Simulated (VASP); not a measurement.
Runs of VASP 6.6.1 on BaMg3H3. The structure is that of space group P4mm (No. 99), or close to it. The cells are those of the table. 

| task | cell | k mesh | cutoff (eV) | gap on the mesh (eV) | pressure (GPa) | relaxed volume (Å³/atom) | largest force (eV/Å) |
| --- | --- | --- | --- | --- | --- | --- | --- |
| relaxation of cell and atoms | relaxed from a = 4.780, b = 4.780, c = 5.725 Å, 7 atoms | 4 × 4 × 4 | 600 | none | -0.2 | (b) | 0.02 |
| single point | a = 4.388, b = 4.388, c = 7.005 Å, 7 atoms | 4 × 4 × 4 | 520 | none | 0.1 | - | 0.05 |
| single point | a = 4.780, b = 4.780, c = 5.725 Å, 7 atoms | 4 × 4 × 4 | 520 | none | 2.1 | - | 1.45 |
| relaxation of cell and atoms | relaxed from a = 4.388, b = 4.388, c = 7.005 Å, 7 atoms | 8 × 8 × 6 | 600 | none | 0.0 | (a) | 0.01 |
| relaxation of cell and atoms | relaxed from a = 4.361, b = 4.361, c = 7.095 Å, 7 atoms | 10 × 10 × 6 | 600 | none | 0.0 | 19.36 | 0.01 |
| single point | a = 4.361, b = 4.361, c = 7.095 Å, 7 atoms | 8 × 8 × 6 | 520 | none | 0.1 | - | 0.05 |
| single point | a = 4.361, b = 4.361, c = 7.098 Å, 7 atoms | 10 × 10 × 6 | 520 | none | 0.1 | - | 0.05 |

Alike in all rows: level PBE; potentials or basis VASP PAW PBE potentials, release 64 (Ba_sv, Mg, H); no spin polarisation; smearing gaussian 0.1 eV.

Problem. Fill in the values left out.

Solution. (a) 19.35; (b) 18.88.

Caveats: spin-orbit coupling is left out, which moves the levels of the heavy elements; forces of over 1 eV/Å act on the atoms, so gaps and moduli don't describe the material at rest (some runs).

A k mesh can miss the band edges, and the runs leave out spin-orbit coupling on Ba.

A gap of «none» marks levels without a gap at the run's occupations.
